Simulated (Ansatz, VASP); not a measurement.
SnO: VASP beside Ansatz

```
Sn O
1.0
     3.88231    0.00000    0.00000
     0.00000    3.88231    0.00000
     0.00000    0.00000    4.56172
Sn O
2 2
Direct
  0.00000 0.50000 0.24253
  0.50000 0.00000 0.75747
  0.00000 0.00000 0.00000
  0.50000 0.50000 0.00000
```

Alike in both runs: task single point; functional PBEsol; k mesh 12 × 12 × 10; occupations gaussian, width 0.15 eV; no spin polarisation.

|  | VASP | Ansatz |
| --- | --- | --- |
| version | VASP 6.6.1 | Ansatz 0.2.0 |
| potentials or method | VASP PAW PBE potentials, release 64 (Sn_d, O), cutoff 520 eV | scalar-relativistic, plane waves, PAW |
| valence electrons in the cell | 40 | 40 |

Ansatz gave:

| Item | Value |
| --- | --- |
| gap on the k mesh at the Fermi level (eV) | 0.20 |
| least direct gap on the mesh (eV) | 1.70 |
| pressure (GPa) | -0.9 |
| traceless stress, the component that is largest in VASP (GPa) | 2.83 |
| rms of the force components (eV/Å) | 0.086 |

Problem. What did VASP give for the same quantities?

Solution. gap on the k mesh at the Fermi level (eV): 0.21; least direct gap on the mesh (eV): 1.69; pressure (GPa): -0.6; traceless stress, the component that is largest in VASP (GPa): 2.80; rms of the force components (eV/Å): 0.122.

VASP's potentials were made for PBE, not for PBEsol. Atom by atom the forces differ by 0.036 eV/Å (rms over components).
